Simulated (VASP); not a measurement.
Wanted: the native input for a VASP 6.6.1 run.

```yaml
Task: single point
Functional: r2SCAN
Potentials_or_basis: VASP PAW PBE potentials, release 64 (Mg_sv, O)
Cutoff: 750 eV
k_mesh: 12 × 12 × 6
Occupations: fermi-dirac, width 0.02 eV
Spin: no spin polarisation
Dipole_correction: no
Mended: yes
Further_INCAR_settings: ALGO = Normal; EDIFF = 1e-06; NBANDS = 24
```

MgO:

```xyz
4
Lattice="3.4841 0.0000 0.0000 -1.7420 3.0173 0.0000 0.0000 0.0000 4.1853" Properties=species:S:1:pos:R:3 pbc="T T T"
Mg    1.7420    1.0058    3.1390
Mg    0.0000    2.0115    1.0463
O     1.7420    1.0058    1.0463
O     0.0000    2.0115    3.1390
```

The input as run:

POSCAR

```
MgO
1.0
    3.4840780556      0.0000000000      0.0000000000
   -1.7420390278      3.0173001049      0.0000000000
    0.0000000000      0.0000000000      4.1853174871
Mg O
2 2
Direct
    0.6666666667      0.3333333333      0.7500000000
    0.3333333333      0.6666666667      0.2500000000
    0.6666666667      0.3333333333      0.2500000000
    0.3333333333      0.6666666667      0.7500000000
```

INCAR.step1

```
PREC = Accurate
ENCUT = 750
ISMEAR = -1
SIGMA = 0.02
LREAL = F
LASPH = T
NELM = 120
NBANDS = 24
GGA = PE
ALGO = Normal
EDIFF = 1E-5
LWAVE = T
LCHARG = F
GGA_COMPAT = F
```

INCAR.step2

```
PREC = Accurate
ENCUT = 750
EDIFF = 1E-6
ISMEAR = -1
SIGMA = 0.02
LREAL = F
LASPH = T
NELM = 120
ALGO = Normal
ISIF = 2
LWAVE = F
LCHARG = T
METAGGA = R2SCAN
LMIXTAU = T
LELF = T
LVHAR = T
NBANDS = 24
ISTART = 1
GGA_COMPAT = F
```

KPOINTS

```
regular mesh
0
Gamma
  12 12 6
```

Potentials or basis: VASP PAW PBE potentials, release 64 (Mg_sv, O).

Run with:

```bash
$ cat potpaw_PBE.64/Mg_sv/POTCAR potpaw_PBE.64/O/POTCAR > POTCAR
$ cp INCAR.step1 INCAR
$ mpirun -np 1 vasp_std > vasp.out
$ cp INCAR.step2 INCAR
$ mpirun -np 1 vasp_std > vasp.out
```

Results of the run:

```json
{"Pressure": "0.0 GPa", "Band gap on the k mesh": "4.10 eV"}
```

Caveat: the PAW data sets were made with another functional, which shifts forces and pressure a little.

Wall time 5.9 min on 1 thread of Intel(R) Xeon(R) Platinum 8488C (Sapphire Rapids) (shared host), peak memory 0.27 GiB.
